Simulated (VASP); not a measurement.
Crystal: Be2CdS.

```xyz
4
Lattice="3.4378 0.0000 0.0000 -1.7189 2.9772 0.0000 0.0000 0.0000 5.9865" Properties=species:S:1:pos:R:3 pbc="T T T"
Be    0.0000    1.9848    0.0000
Be    1.7189    0.9924    0.0000
Cd    0.0000    0.0000    0.0000
S     0.0000    0.0000    2.9933
```

- Program: VASP 6.6.1
- Task: relaxation of cell and atoms
- Functional: PBE
- Potentials or basis: VASP PAW PBE potentials, release 64 (Be, Cd, S)
- Cutoff: 600 eV
- k mesh: 6 × 6 × 4
- Occupations: gaussian, width 0.1 eV
- Spin: no spin polarisation

At the start: pressure 45.0 GPa; volume 15.32 Å³/atom.

Q: Where does the relaxation end?

A: Over 12 steps the energy falls by 1232.3 meV/atom and the volume is 19.78 Å³/atom (+29.2 %); space group P6/mmm (No. 191, to 0.05 Å).

Step by step:
| step | energy change (eV) | largest force (eV/Å) | pressure (GPa) | volume (Å³) |
| --- | --- | --- | --- | --- |
| 1 | 0.0000 | 0.0000 | 44.96 | 61.27 |
| 2 | -4.0687 | 0.0000 | -8.07 | 104.63 |
| 3 | -4.4602 | 0.0000 | -2.38 | 87.86 |
| 4 | -4.4711 | 0.0000 | -3.77 | 90.45 |
| 5 | -4.4717 | 0.0000 | -3.46 | 89.82 |
| 6 | -4.7790 | 0.0000 | -2.79 | 84.92 |
| 7 | -3.8378 | 0.0000 | 13.08 | 70.38 |
| 8 | -4.8949 | 0.0000 | -1.78 | 82.18 |
| 9 | -4.9242 | 0.0000 | -0.03 | 79.40 |
| 10 | -4.9274 | 0.0000 | -0.55 | 80.14 |
| 11 | -4.9274 | 0.0000 | -0.44 | 79.94 |
| 12 | -4.9291 | 0.0000 | 0.10 | 79.14 |

Final structure:
```
CELL_PARAMETERS angstrom
4.20987 0.00000 0.00000
-2.10494 3.64586 0.00000
0.00000 0.00000 5.15609
ATOMIC_POSITIONS crystal
Be 0.33333 0.66667 0.00000
Be 0.66667 0.33333 0.00000
Cd 0.00000 0.00000 0.00000
S 0.00000 0.00000 0.50000
```

Caveat: the volume moved by over 15 % at a fixed basis, so the end points are rough.
